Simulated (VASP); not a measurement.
Crystal: NaH.

```
Na H
1.0
    -0.02542    2.40134    2.40134
     2.40134   -0.02542    2.40134
     2.40134    2.40134   -0.02542
Na H
1 1
Direct
  0.00000 0.00000 0.00000
  0.50000 0.50000 0.50000
```

This cell differs from its parent crystal: epitaxial 111 strain +1.2%.

Base run:

```yaml
Program: VASP 6.6.1
Functional: PBE
Potentials_or_basis: VASP PAW PBE potentials, release 64 (Na_pv, H)
Cutoff: 520 eV
k_mesh: 10 × 10 × 10
Occupations: fermi-dirac, width 0.02 eV
Spin: no spin polarisation
```

Its results: band gap on the k mesh 3.75 eV (least direct gap 4.61 eV); pressure 0.0 GPa.

The run is repeated on the same cell with these changes: functional from PBE to r2SCAN; occupations from fermi-dirac, width 0.02 eV to gaussian, width 0.01 eV. What comes out?

Band gap on the k mesh 4.36 eV (least direct gap 5.20 eV); pressure -0.7 GPa.

Caveats: the PAW data sets were made with another functional, which shifts forces and pressure a little (at least some runs).

A k mesh can miss the band edges.
